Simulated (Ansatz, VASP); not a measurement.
## K: VASP beside Ansatz

```
CELL_PARAMETERS angstrom
-2.57219 2.57219 2.61800
2.57219 -2.57219 2.61800
2.66382 2.66382 -2.61800
ATOMIC_POSITIONS crystal
K 0.00000 0.00000 0.00000
```

Change from the starting cell: strain +0.0350 x Voigt [0, 0, 0, 0, 0, 1], atoms carried along.

Alike in both runs: task single point; functional PBE; k mesh 14 × 14 × 14; occupations gaussian, width 0.15 eV; no spin polarisation.

|  | VASP | Ansatz |
| --- | --- | --- |
| version | VASP 6.6.1 | Ansatz 0.2.0 |
| potentials or method | VASP PAW PBE potentials, release 64 (K_sv), cutoff 520 eV | scalar-relativistic, plane waves, PAW |
| valence electrons in the cell | 9 | 9 |

```csv
,VASP,Ansatz,Ansatz less VASP
gap on the k mesh at the Fermi level (eV),none,none,-
pressure (GPa),0.1,0.1,+0.01
"traceless stress, the component that is largest in VASP (GPa)",-0.10,-0.10,0.000
```

A gap of «none» marks a metal or a gap that the smearing closes. The functional is the same, so the differences come from potentials, cutoffs and numerics.
